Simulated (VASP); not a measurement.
# Cr (I4_1/amd) in VASP: single point with PBE

Aim: the single point of Cr with PBE.

Everything below comes from runs of VASP 6.6.1. Logs are shortened: lines on timing, memory, paths and dates and some standing lists are left out, and cuts for length are marked.

## 1. The cell of the first run

It takes space group I4_1/amd (No. 141, tetragonal). Conventional cell: a = 4.493 Å, b = 4.493 Å, c = 2.437 Å, α = 90.00°, β = 90.00°, γ = 90.00°. Cr (site symmetry -4m2) has 10 Cr at 2.33 to 2.90 Å within 3.1 Å.

## 2. Single point, PBE, collinear spin, ferromagnetic start

File INCAR:

```
SYSTEM = Cr
PREC = Accurate
ENCUT = 520
EDIFF = 1E-6
ISMEAR = -1
SIGMA = 0.08
LREAL = .FALSE.
LASPH = .TRUE.
NELM = 150
ALGO = Normal
ISIF = 2
LWAVE = .FALSE.
LCHARG = .FALSE.
ISPIN = 2
MAGMOM = 2 2
LORBIT = 11
LMAXMIX = 4
GGA = PE
NBANDS = 23
```

File KPOINTS:

```
Automatic mesh
0
G
  18 18 18
  0 0 0
```

File POSCAR:

```
Cr
1.0
   -2.2466018140      2.2466018140      1.2185578956
    2.2466018140     -2.2466018140      1.2185578956
    2.2466018140      2.2466018140     -1.2185578956
Cr
2
Direct
   -0.3750000000     -0.1250000000     -0.2500000000
    0.3750000000      0.1250000000      0.2500000000
```

Potentials or basis: VASP PAW PBE potentials, release 64 (Cr_pv).

The run is started by

```console
$ cat potpaw_PBE.64/Cr_pv/POTCAR > POTCAR
$ mpirun -np 1 vasp_std > vasp.out
```

OUTCAR:

```text
SYSTEM = Cr
   PREC = Accurate
   ENCUT = 520
   EDIFF = 1E-6
   ISMEAR = -1
   LREAL = .FALSE.
   LASPH = .TRUE.
   NELM = 150
   ISIF = 2
   ISPIN = 2
   LORBIT = 11
   GGA = PE

 ion  position               nearest neighbor table
   1  0.625  0.875  0.750-   2 2.33   2 2.33   2 2.33   2 2.33   2 2.90   2 2.90   2 2.90   2 2.90

   2  0.375  0.125  0.250-   1 2.33   1 2.33   1 2.33   1 2.33   1 2.90   1 2.90   1 2.90   1 2.90

  LATTYP: Found a body centered tetragonal cell.
 ALAT       =     4.4932036280
 C/A-ratio  =     0.5424004770

  Lattice vectors:

 A1 = (  -2.2466018140,   2.2466018140,   1.2185578956)
 A2 = (   2.2466018140,  -2.2466018140,   1.2185578956)
 A3 = (   2.2466018140,   2.2466018140,  -1.2185578956)

Analysis of symmetry for initial positions (statically):
=====================================================================
 Subroutine PRICEL returns:
 Original cell was already a primitive cell.

 Routine SETGRP: Setting up the symmetry group for a
 body centered tetragonal supercell.

 Subroutine GETGRP returns: Found 16 space group operations
 (whereof  4 operations were pure point group operations)
 out of a pool of 16 trial point group operations.

The static configuration has the point symmetry C_2h.
 The point group associated with its full space group is D_4h.

Analysis of symmetry for dynamics (positions and initial velocities):
=====================================================================
 Subroutine PRICEL returns:
 Original cell was already a primitive cell.

 Routine SETGRP: Setting up the symmetry group for a
 body centered tetragonal supercell.

 Subroutine GETGRP returns: Found 16 space group operations
 (whereof  4 operations were pure point group operations)
 out of a pool of 16 trial point group operations.

The dynamic configuration has the point symmetry C_2h.
 The point group associated with its full space group is D_4h.

Analysis of structural, dynamic, and magnetic symmetry:
=====================================================================
 Subroutine PRICEL returns:
 Original cell was already a primitive cell.

 Routine SETGRP: Setting up the symmetry group for a
 body centered tetragonal supercell.

 Subroutine GETGRP returns: Found 16 space group operations
 (whereof  4 operations were pure point group operations)
 out of a pool of 16 trial point group operations.

The overall configuration has the point symmetry C_2h.
 The point group associated with its full space group is D_4h.

 Subroutine INISYM returns: Found 16 space group operations
 (whereof  4 operations are pure point group operations),
 and found     1 'primitive' translations

----------------------------------------------------------------------------------------

                                     Primitive cell

  volume of cell :      24.6013

  direct lattice vectors                    reciprocal lattice vectors
    -2.246601814  2.246601814  1.218557896     0.000000000  0.222558353  0.410321087
     2.246601814 -2.246601814  1.218557896     0.222558353  0.000000000  0.410321087
     2.246601814  2.246601814 -1.218557896     0.222558353  0.222558353  0.000000000

  length of vectors
     3.402840397  3.402840397  3.402840397     0.466792904  0.466792904  0.314745042

  position of ions in fractional coordinates (direct lattice)
     0.625000000  0.875000000  0.750000000
     0.375000000  0.125000000  0.250000000

  ion indices of the primitive-cell ions
   primitive index   ion index
                 1           1
                 2           2

----------------------------------------------------------------------------------------

 KPOINTS: Automatic mesh

Automatic generation of k-mesh.
 Grid dimensions read from file:
 generate k-points for:   18   18   18

 Generating k-lattice:

  Cartesian coordinates                     Fractional coordinates (reciprocal lattice)
     0.000000000  0.012364353  0.022795616     0.055555556  0.000000000  0.000000000
     0.012364353  0.000000000  0.022795616     0.000000000  0.055555556  0.000000000
     0.012364353  0.012364353  0.000000000     0.000000000  0.000000000  0.055555556

  Length of vectors
     0.025932939  0.025932939  0.017485836

  Shift w.r.t. Gamma in fractional coordinates (k-lattice)
     0.000000000  0.000000000  0.000000000

 Subroutine IBZKPT returns following result:
 ===========================================

 Found    480 irreducible k-points:

 Following reciprocal coordinates:
            Coordinates               Weight
  0.000000  0.000000  0.000000      1.000000
  0.055556 -0.000000  0.000000      8.000000
  0.111111 -0.000000  0.000000      8.000000
  0.166667  0.000000  0.000000      8.000000
  0.222222  0.000000  0.000000      8.000000
  0.277778 -0.000000  0.000000      8.000000
[... 16 lines left out ...]
 -0.277778  0.055556 -0.000000     16.000000
 -0.222222  0.055556  0.000000     16.000000
 [... further k-points ...]
   k-points           NKPTS =    480   k-points in BZ     NKDIM =    480   number of bands    NBANDS=     23
   number of dos      NEDOS =    301   number of ions     NIONS =      2
   total plane-waves  NPLWV =  21952
   dimension x,y,z NGX =    28 NGY =   28 NGZ =   28
   dimension x,y,z NGXF=    56 NGYF=   56 NGZF=   56
   ions per type =               2
   NGX,Y,Z   is equivalent  to a cutoff of  13.68, 13.68, 13.68 a.u.
   NGXF,Y,Z  is equivalent  to a cutoff of  27.36, 27.36, 27.36 a.u.
 SYSTEM =  Cr
   PREC   = accura    normal or accurate (medium, high low for compatibility)
   ISTART =      0    job   : 0-new  1-cont  2-samecut
   ICHARG =      2    charge: 1-file 2-atom 10-const
   ISPIN  =      2    spin polarized calculation?
   LNONCOLLINEAR =      F non collinear calculations
   LSORBIT =      F    spin-orbit coupling
   LASPH  =      T    aspherical Exc in radial PAW
   ENCUT  =  520.0 eV  38.22 Ry    6.18 a.u.   6.33  6.33  6.33*2*pi/ulx,y,z
   NELM   =    150;   NELMIN=  2; NELMDL= -5     # of ELM steps
   EDIFF  = 0.1E-05   stopping-criterion for ELM
   LREAL  =      F    real-space projection
   EDIFFG = 0.1E-04   stopping-criterion for IOM
   NSW    =      0    number of steps for IOM
   IBRION =     -1    ionic relax: 0-MD 1-quasi-New 2-CG
   NFREE  =      0    steps in history (QN), initial steepest desc. (CG)
   ISIF   =      2    stress and relaxation
   ISYM   =      2    0-nonsym 1-usesym 2-fastsym
   POTIM  = 0.5000    time-step for ionic-motion
   TEBEG  =    0.0;   TEEND  =   0.0 temperature during run
   PSTRESS=    0.0 pullay stress
   NELECT =      24.0000    total number of electrons
   NUPDOWN=      -1.0000    fix difference up-down
   EMIN   =  10.00;   EMAX   =-10.00  energy-range for DOS
   EFERMI =   0.00;   METHOD = LEGACY
   ISMEAR =    -1;   SIGMA  =   0.08  broadening in eV -4-tet -1-fermi 0-gaus
   EFERMI_NEDOS =   21; number of points for ismear=-14 and -15
   IALGO  =     38    algorithm
   IMIX   =      4    mixing-type and parameters
     AMIX     =   0.40;   BMIX     =  1.00
     AMIX_MAG =   1.60;   BMIX_MAG =  1.00
  volume/ion in A,a.u.               =      12.30        83.01
  Fermi-wavevector in a.u.,A,eV,Ry     =   1.623650  3.068254 35.868220  2.636240
  Thomas-Fermi vector in A             =   2.717066
   LORBIT       =     11    0 simple, 1 ext, 2 COOP (PROOUT), +10 PAW based schemes
   GGA     = PE    functional components
   LHFCALC =     F    Hartree Fock is set to
   AEXX    =    0.0000 exact exchange contribution
   IVDW    =     0    specifies the selected vdW correction
   LEPSILON=     F    determine dielectric tensor
   LRPA    =     F    only Hartree local field effects (RPA)
 spin polarized calculation
  energy-cutoff  :      520.00
  volume of cell :       24.60
 maximum number of plane-waves:       685
 NGX is ok and might be reduce to    28
   NGX = 13   NGY = 13   NGZ = 13

 number of electron      23.9999996 magnetization      -0.0026178

 number of electron      23.9999996 magnetization       0.0007292

 Free energy of the ion-electron system (eV)
  ---------------------------------------------------
  ext. energy  EPLUGINS =         0.00000000
  ---------------------------------------------------
  free energy    TOTEN  =       -17.60616441 eV

  energy without entropy =      -17.54856195  energy(sigma->0) =      -17.57736318

 E-fermi :  10.2280     XC(G=0): -13.2198

 val. band max:       10.2260952040   @ k =  -0.3889   0.2222   0.0556
 cond. band min:      10.2301697066   @ k =  -0.2778  -0.3333   0.0556
 fundamental gap:      0.0040745026
 Fermi energy:        10.2279730990

 spin component 1

 k-point     1 :       0.0000    0.0000    0.0000
  band No.  band energies     occupation
      1     -33.1939      1.00000
      2     -33.1939      1.00000
      3     -32.3928      1.00000
      4     -32.3815      1.00000
      5     -32.3157      1.00000
      6     -32.3157      1.00000
[... 15 lines left out ...]
     22      24.1422      0.00000
     23      27.2568      0.00000
[... 575 lines left out ...]
      1     -33.1777      1.00000
      2     -33.0732      1.00000
      3     -32.6066      1.00000
      4     -32.5535      1.00000
      5     -32.3872      1.00000
      6     -32.3033      1.00000
[... 15 lines left out ...]
     22      25.2959      0.00000
     23      27.3880      0.00000

 [... further k-points ...]

 spin component 2

 k-point     1 :       0.0000    0.0000    0.0000
  band No.  band energies     occupation
      1     -33.1935      1.00000
      2     -33.1935      1.00000
      3     -32.3924      1.00000
      4     -32.3811      1.00000
      5     -32.3153      1.00000
      6     -32.3153      1.00000
[... 15 lines left out ...]
     22      24.1424      0.00000
     23      27.2570      0.00000
[... 575 lines left out ...]
      1     -33.1773      1.00000
      2     -33.0728      1.00000
      3     -32.6062      1.00000
      4     -32.5531      1.00000
      5     -32.3868      1.00000
      6     -32.3029      1.00000
[... 15 lines left out ...]
     22      25.2961      0.00000
     23      27.3882      0.00000

 [... further k-points ...]
[... 5 lines left out ...]
  --------------------------------------------------------------------------------------
  -------------------------------------------------------------------------------------
  Total        0.0990436      0.0990436      0.0627918     -0.0000000      0.0000000      0.0000000
  in kB        6.4502830      6.4502830      4.0893561     -0.0000000      0.0000000      0.0000000
  external PRESSURE =       5.6633074 kB  Pullay stress =       0.0000000 kB

 VOLUME and BASIS-vectors are now :
 -----------------------------------------------------------------------------
  energy-cutoff  :      520.00
  volume of cell :       24.60
      direct lattice vectors                 reciprocal lattice vectors
    -2.246601814  2.246601814  1.218557896     0.000000000  0.222558353  0.410321087
     2.246601814 -2.246601814  1.218557896     0.222558353  0.000000000  0.410321087
     2.246601814  2.246601814 -1.218557896     0.222558353  0.222558353  0.000000000

 POSITION                                       TOTAL-FORCE (eV/Angst)
 -----------------------------------------------------------------------------------
      2.24660      1.12330      0.91392        -0.000000      0.000000     -0.000000
      0.00000      1.12330      0.30464         0.000000     -0.000000      0.000000
 -----------------------------------------------------------------------------------
    total drift:                                0.000000      0.000000     -0.000000

  FREE ENERGIE OF THE ION-ELECTRON SYSTEM (eV)
  ---------------------------------------------------
  free  energy   TOTEN  =       -17.6061644136 eV

  energy  without entropy=      -17.5485619537  energy(sigma->0) =      -17.57736318

 total charge

# of ion       s       p       d       tot
------------------------------------------
    1        0.432   6.328   4.323  11.082
    2        0.432   6.328   4.323  11.082
--------------------------------------------------
tot          0.863  12.656   8.645  22.164

 magnetization (x)

# of ion       s       p       d       tot
------------------------------------------
    1       -0.000   0.000   0.000   0.000
    2       -0.000   0.000   0.000   0.000
--------------------------------------------------
tot         -0.000   0.000   0.000   0.000
```

Run time: 5.9 min. Hardware: 1 thread of Intel Xeon Platinum 8488C (Sapphire Rapids), shared host; peak memory 0.46 GiB.

What came out:

* Free energy: -17.6062 eV
* Pressure: 0.6 GPa
* Band gap on the k mesh: zero (filled and empty bands overlap)
* Net moment: 0.00 μB per cell
* Valence electrons inside the program's atomic spheres: Cr 11.08

Caveat: an empty level that is flat over the whole mesh can mark a ghost state of the potentials, or a narrow d or f band.
